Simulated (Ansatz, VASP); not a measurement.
**ZnS in VASP and in Ansatz**

```
Zn S
1.0
     0.08980    2.78389    2.78389
     2.78389    0.08980    2.78389
     2.78389    2.78389    0.08980
Zn S
1 1
Direct
  0.00210 0.00210 0.00210
  0.24790 0.24790 0.24790
```

Change from the starting cell: shear_111 strain +5.0%.

Alike in both runs: task single point; functional PBE; k mesh 8 × 8 × 8; occupations fermi-dirac, width 0.02 eV; no spin polarisation.

|  | VASP | Ansatz |
| --- | --- | --- |
| version | VASP 6.6.1 | Ansatz 0.2.0 |
| potentials or method | VASP PAW PBE potentials, release 64 (Zn, S) | plane waves, PAW |
| plane-wave cutoff (eV) | 520 | 420 |
| valence electrons in the cell | 18 | 18 |

Ansatz gave:

- gap on the k mesh at the Fermi level (eV): 1.81
- pressure (GPa): -1.2
- traceless stress, the component that is largest in VASP (GPa): -1.55
- rms of the force components (eV/Å): 0.011

Q: What did VASP give for the same quantities?

A: gap on the k mesh at the Fermi level (eV): 1.82; pressure (GPa): -1.0; traceless stress, the component that is largest in VASP (GPa): -1.55; rms of the force components (eV/Å): 0.013.

Atom by atom the forces differ by 0.002 eV/Å (rms over components).
